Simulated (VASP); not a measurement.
Write the native input for VASP 6.6.1 that does the following.

```
Task                   : relaxation of cell and atoms
Functional             : PBE
Potentials or basis    : VASP PAW PBE potentials, release 64 (C)
Cutoff                 : 600 eV
k mesh                 : 4 × 6 × 4
Occupations            : gaussian, width 0.1 eV
Spin                   : no spin polarisation
Dipole correction      : no
Further INCAR settings : ALGO = Normal; EDIFF = 1e-06; IBRION = 2; EDIFFG = -0.04; NSW = 90; ISIF = 3
```

The structure of C lies in POSCAR:

```
C
1.0
    4.4687137200      0.0000000000      0.0000000000
    0.0000000000      3.2810052000      0.0000000000
    0.0000000000      0.0000000000      4.5864397200
C
12
Direct
    0.2961641800      0.0804058400      0.0651899100
    0.7038358200      0.9195941600      0.5651899100
    0.7961641800      0.9195941600      0.0651899100
    0.2038358200      0.0804058400      0.5651899100
    0.9987923100      0.7406543300      0.6239367000
    0.0012076900      0.2593456700      0.1239367000
    0.4987923100      0.2593456700      0.6239367000
    0.5012076900      0.7406543300      0.1239367000
    0.4750732500      0.3841216900      0.9302654500
    0.5249267500      0.6158783100      0.4302654500
    0.9750732500      0.6158783100      0.9302654500
    0.0249267500      0.3841216900      0.4302654500
```

The cell was generated, and may not be a known phase.

The input as run:

INCAR

```
SYSTEM = C
ALGO = Normal ; EDIFF = 1E-6
EDIFFG = -0.04 ; ENCUT = 600
GGA = PE ; IBRION = 2
ISIF = 3 ; ISMEAR = 0
LASPH = .TRUE. ; LCHARG = .FALSE.
LREAL = .FALSE. ; LWAVE = .FALSE.
NELM = 80 ; NSW = 90
PREC = Accurate ; SIGMA = 0.1
```

KPOINTS

```
k-points
0
G
  4 6 4
  0 0 0
```

Potentials or basis: VASP PAW PBE potentials, release 64 (C).

Launch:

```bash
$ cat potpaw_PBE.64/C/POTCAR > POTCAR
$ mpirun -np 1 vasp_std > vasp.out
```

Results of the run:

The relaxed volume is 6.16 Å³/atom, the relaxed cell is a = 4.548 Å, b = 3.018 Å, c = 5.381 Å, α = 90.00°, β = 90.00°, γ = 90.00° and the space group after relaxing (to 0.1 Å) is Cmme (No. 67). The energy gained by relaxing is 774.8 meV/atom and the ionic steps are 40. The pressure after relaxing is 0.2 GPa and the largest force after relaxing is 0.040 eV/Å.

Caveat: a cell axis changed by over 15 % at a fixed basis, so the end point is rough; this functional lacks dispersion, which binds layers or chains, so the pressure and a relaxed spacing across them are unreliable.

Run time: 25 min on 1 thread of Intel(R) Xeon(R) Platinum 8375C CPU @ 2.90GHz (Ice Lake) (shared host), peak memory 0.22 GiB.
